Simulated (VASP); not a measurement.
**AlCo: single point with PBE**

AlCo:

```
Al Co
1.0
     2.85174    0.00004   -0.00006
     0.00004    2.85210   -0.00001
    -0.00006   -0.00001    2.85207
Al Co
1 1
Direct
  0.00000 0.99999 0.00001
  0.50000 0.50001 0.49999
```

```yaml
Program: VASP 6.6.1
Task: single point
Functional: PBE
Potentials_or_basis: VASP PAW PBE potentials, release 64 (Al, Co)
Cutoff: 520 eV
k_mesh: 12 × 12 × 12
Occupations: gaussian, width 0.15 eV
Spin: no spin polarisation
```

| Item | Value |
| --- | --- |
| Pressure | -0.2 GPa |
| Band gap on the k mesh | zero (bands 6 and 7 overlap by 2.63 eV) |

Levels at points of the mesh, in eV from the Fermi level:
| k point | band 4 | band 5 | band 6 | band 7 | band 8 | band 9 |
| --- | --- | --- | --- | --- | --- | --- |
| (0.00, 0.00, 0.00) | -0.83 | -0.83 | -0.83 | 5.96 | 5.96 | 5.96 |
| (0.50, 0.00, 0.00) | -1.71 | -1.71 | -0.72 | 0.18 | 8.40 | 10.60 |
| (0.00, 0.50, 0.00) | -1.71 | -1.70 | -0.72 | 0.18 | 8.40 | 10.60 |
| (0.50, 0.50, 0.00) | -2.67 | -1.50 | -1.50 | -0.23 | 2.42 | 3.44 |
| (0.00, 0.00, 0.50) | -1.71 | -1.70 | -0.72 | 0.18 | 8.40 | 10.60 |
| (0.50, 0.00, 0.50) | -2.67 | -1.50 | -1.50 | -0.23 | 2.42 | 3.44 |
| (0.00, 0.50, 0.50) | -2.67 | -1.50 | -1.50 | -0.23 | 2.42 | 3.44 |
| (0.50, 0.50, 0.50) | -0.20 | -0.20 | 2.39 | 2.39 | 2.39 | 4.09 |

It took 3.4 min on 1 thread of Intel(R) Xeon(R) Platinum 8259CL CPU @ 2.50GHz (Skylake/Cascade Lake) (shared host), peak memory 0.38 GiB.

Caveat: the run has no spin polarisation, though such a crystal can be magnetic. Spin polarisation is off, so any magnetic state and its effect on volume and gap are missing.
